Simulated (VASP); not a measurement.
Wanted: the native input for a VASP 6.6.1 run.

* Task: single point
* Functional: r2SCAN
* Potentials or basis: VASP PAW PBE potentials, release 64 (K_sv, Sr_sv, Br)
* Cutoff: 520 eV
* k mesh: 4 × 4 × 4
* Occupations: gaussian, width 0.01 eV
* Spin: no spin polarisation
* Dipole correction: no
* Further INCAR settings: ALGO = Normal; EDIFF = 1e-06; NBANDS = 28

The system is KSrBr3.

```
K Sr Br
1.0
     5.93805    0.00000    0.00000
     0.00000    5.93805    0.00000
     0.00000    0.00000    5.78960
K Sr Br
1 1 3
Direct
  0.00000 0.00000 0.00000
  0.50000 0.50000 0.50000
  0.50000 0.50000 0.00000
  0.50000 0.00000 0.50000
  0.00000 0.50000 0.50000
```

This cell differs from its parent crystal: uniaxial z strain -2.5%.

One way to write it, as run:

POSCAR

```
KSrBr3
1.0
    5.9380462104      0.0000000000      0.0000000000
    0.0000000000      5.9380462104      0.0000000000
    0.0000000000      0.0000000000      5.7895950551
K Sr Br
1 1 3
Direct
    0.0000000000      0.0000000000      0.0000000000
    0.5000000000      0.5000000000      0.5000000000
    0.5000000000      0.5000000000      0.0000000000
    0.5000000000      0.0000000000      0.5000000000
    0.0000000000      0.5000000000      0.5000000000
```

INCAR.step1

```
SYSTEM = KSrBr3
ALGO = Normal ; EDIFF = 1E-4
ENCUT = 520 ; GGA = PE
ISMEAR = 0 ; LASPH = .TRUE.
LCHARG = .FALSE. ; LREAL = .FALSE.
LWAVE = .TRUE. ; NBANDS = 28
NELM = 100 ; PREC = Accurate
SIGMA = 0.01
```

INCAR.step2

```
SYSTEM = KSrBr3
ALGO = Normal ; EDIFF = 1E-6
ENCUT = 520 ; ISIF = 2
ISMEAR = 0 ; ISTART = 1
LASPH = .TRUE. ; LCHARG = .TRUE.
LELF = .TRUE. ; LMIXTAU = .TRUE.
LREAL = .FALSE. ; LVHAR = .TRUE.
LWAVE = .FALSE. ; METAGGA = R2SCAN
NBANDS = 28 ; NELM = 100
PREC = Accurate ; SIGMA = 0.01
```

KPOINTS

```
k-points
0
G
  4 4 4
  0 0 0
```

Potentials or basis: VASP PAW PBE potentials, release 64 (K_sv, Sr_sv, Br).

Run with:

```console
$ cat potpaw_PBE.64/K_sv/POTCAR potpaw_PBE.64/Sr_sv/POTCAR potpaw_PBE.64/Br/POTCAR > POTCAR
$ cp INCAR.step1 INCAR
$ mpirun -np 1 vasp_std > vasp.out
$ cp INCAR.step2 INCAR
$ mpirun -np 1 vasp_std > vasp.out
```

It gave:

| Item | Value |
| --- | --- |
| Pressure | 0.6 GPa |
| Band gap on the k mesh | 4.46 eV, indirect (least direct gap 4.70 eV) |

Caveat: the cell differs from its parent crystal (uniaxial z strain -2.5%); the PAW data sets were made with another functional, which shifts forces and pressure a little.

It took 4.3 min on 1 thread of AMD EPYC 9R45 96-Core Processor (Zen 5) (shared host), peak memory 0.4 GiB.
